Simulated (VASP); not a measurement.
Wanted: the native input for a VASP 6.6.1 run.

```yaml
Task: single point
Functional: PBE
Potentials_or_basis: VASP PAW PBE potentials, release 64 (Al)
Cutoff: 520 eV
k_mesh: 10 × 10 × 7
Occupations: fermi-dirac, width 0.05 eV
Spin: no spin polarisation
Dipole_correction: no
Further_INCAR_settings: ALGO = Normal; EDIFF = 1e-06; NBANDS = 14
```

The structure of Al lies in POSCAR:

```
Al
1.0
    2.2513122257      0.0000000000      0.0000000000
   -1.1256561128      1.9496935793      0.0000000000
    0.0000000000      0.0000000000      7.3148510887
Al
4
Direct
    0.0000000000      0.0000000000      0.0000000000
    0.0000000000      0.0000000000      0.5000000000
    0.3333333333      0.6666666667      0.2500000000
    0.6666666667      0.3333333333      0.7500000000
```

This cell differs from its parent crystal: volume scaled by 0.4.

These files were run (other wordings do the same):

INCAR

```
PREC     = Accurate       # precision mode
ENCUT    = 520            # plane-wave cutoff, eV
EDIFF    = 1E-6           # SCF threshold, eV
ISMEAR   = -1             # smearing method
SIGMA    = 0.05           # smearing width, eV
LREAL    = F              # projectors in reciprocal space
LASPH    = T              # aspherical terms in the spheres
NELM     = 60             # most SCF steps
ALGO     = Normal         # electronic algorithm
ISIF     = 2              # what is computed and relaxed
LWAVE    = F              # write WAVECAR
LCHARG   = T              # write CHGCAR
GGA      = PE             # functional
LELF     = T              # ELF
LVHAR    = T            
NBANDS   = 14             # bands
```

KPOINTS

```
Automatic mesh
0
Gamma
  10 10 7
```

Potentials or basis: VASP PAW PBE potentials, release 64 (Al).

The run is started by

```bash
$ cat potpaw_PBE.64/Al/POTCAR > POTCAR
$ mpirun -np 1 vasp_std > vasp.out
```

Results of the run:

- Pressure: 252.5 GPa
- Band gap on the k mesh: zero (band 6 reaches 23.36 eV, above the bottom of band 7 at 16.00 eV)

It took 24 s on 1 thread of Intel(R) Xeon(R) Platinum 8488C (Sapphire Rapids), on a shared host, peak memory 0.14 GiB.
